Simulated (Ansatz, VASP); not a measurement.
## AlGa3N4: VASP beside Ansatz

```xyz
8
Lattice="4.4676 0.0000 0.0000 0.0000 4.4676 0.0000 0.0000 0.0000 4.4676" Properties=species:S:1:pos:R:3 pbc="T T T"
Al    0.0000    0.0000    0.0166
Ga    2.1515    2.2338    0.0106
Ga    2.3161    0.0000    2.2387
Ga    0.0000    2.2338    2.2387
N     3.3577    3.3323    1.0356
N     3.3888    1.1043    3.3652
N     1.0788    3.4142    3.3144
N     1.1099    1.0845    1.0863
```

Change from the starting cell: mode 4 frozen in at -0.082 Å and mode 15 at -0.040 Å (largest displacements).

Alike in both runs: task single point; functional PBEsol; k mesh 6 × 6 × 6; occupations gaussian, width 0.05 eV; no spin polarisation.

|  | VASP | Ansatz |
| --- | --- | --- |
| version | VASP 6.6.1 | Ansatz 0.2.0 |
| potentials or method | VASP PAW PBE potentials, release 64 (Al, Ga_d, N), cutoff 520 eV | scalar-relativistic, plane waves, PAW |
| valence electrons in the cell | 62 | 62 |

Ansatz gave:

```
gap on the k mesh at the Fermi level (eV)                     : 2.17
least direct gap on the mesh (eV)                             : 2.17
pressure (GPa)                                                : 0.2
traceless stress, the component that is largest in VASP (GPa) : 2.50
rms of the force components (eV/Å)                            : 0.415
```

Question: Which values does VASP return?

Answer: gap on the k mesh at the Fermi level (eV): 2.19; least direct gap on the mesh (eV): 2.19; pressure (GPa): 0.0; traceless stress, the component that is largest in VASP (GPa): 2.45; rms of the force components (eV/Å): 0.412.

VASP's potentials were made for PBE, not for PBEsol, and Ansatz warns of the same on its side. Atom by atom the forces differ by 0.007 eV/Å (rms over components). The functional is the same, so the differences come from potentials, cutoffs and numerics.
